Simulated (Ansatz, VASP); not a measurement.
**TiAl5: VASP beside Ansatz**

```xyz
6
Lattice="3.0517 0.0000 0.0000 -1.5258 2.6428 0.0000 0.0000 0.0000 15.2703" Properties=species:S:1:pos:R:3 pbc="T T T"
Ti    0.0000    0.0000    0.0000
Al    1.5258    0.8809    2.5923
Al    0.0000    0.0000    5.0906
Al    1.5258    0.8809    7.6351
Al    0.0000    0.0000   10.1797
Al    1.5258    0.8809   12.6780
```

Change from the starting cell: species swapped into the Li5Mg type (P-6m2, No. 187).

Alike in both runs: task single point; functional PBE; k mesh 6 × 6 × 1; occupations gaussian, width 0.1 eV; no spin polarisation.

|  | VASP | Ansatz |
| --- | --- | --- |
| version | VASP 6.6.1 | Ansatz 0.2.0 |
| potentials or method | VASP PAW PBE potentials, release 64 (Ti_sv, Al), cutoff 520 eV | scalar-relativistic, plane waves, PAW |
| valence electrons in the cell | 27 | 27 |

|  | VASP | Ansatz | Ansatz less VASP |
| --- | --- | --- | --- |
| gap on the k mesh at the Fermi level (eV) | none | none | - |
| pressure (GPa) | -11.6 | -11.5 | +0.02 |
| traceless stress, the component that is largest in VASP (GPa) | -3.41 | -3.40 | +0.008 |
| rms of the force components (eV/Å) | 0.114 | 0.114 | +0.0002 |

Atom by atom the forces differ by 0.000 eV/Å (rms over components). A gap of «none» marks a metal or a gap that the smearing closes. The functional is the same, so the differences come from potentials, cutoffs and numerics.

The k mesh is coarse, so the values compare programs but aren't converged.
